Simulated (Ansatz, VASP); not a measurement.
Si7Ge in VASP and in Ansatz

```xyz
8
Lattice="5.4680 0.0000 0.0000 0.0000 5.4680 0.0000 0.0000 0.0000 5.4680" Properties=species:S:1:pos:R:3 pbc="T T T"
Si    1.3497    1.3497    1.4415
Si    0.0000    2.7340    2.7340
Si    2.7340    2.7340    0.0000
Si    2.7340    0.0000    2.7340
Si    4.1183    1.3497    4.0264
Si    4.1183    4.1183    1.4415
Si    1.3497    4.1183    4.0264
Ge    0.0000    0.0000    0.0000
```

Change from the starting cell: mode 14 (415.5 1/cm) frozen in, largest displacement -0.075 Å.

Alike in both runs: task single point; functional r2SCAN; k mesh 6 × 6 × 6; occupations gaussian, width 0.05 eV; no spin polarisation.

|  | VASP | Ansatz |
| --- | --- | --- |
| version | VASP 6.6.1 | Ansatz 0.2.0 |
| potentials or method | VASP PAW PBE potentials, release 64 (Si, Ge_d), cutoff 520 eV | scalar-relativistic, plane waves, PAW |
| valence electrons in the cell | 42 | 42 |

```tsv
	VASP	Ansatz	Ansatz less VASP
gap on the k mesh at the Fermi level (eV)	0.39	0.38	-0.010
least direct gap on the mesh (eV)	0.39	0.38	-0.010
pressure (GPa)	0.1	0.3	+0.19
traceless stress, the component that is largest in VASP (GPa)	-0.25	-0.26	-0.011
rms of the force components (eV/Å)	0.517	0.518	+0.0012
```

VASP's potentials were made for PBE, not for r2SCAN. Atom by atom the forces differ by 0.007 eV/Å (rms over components).
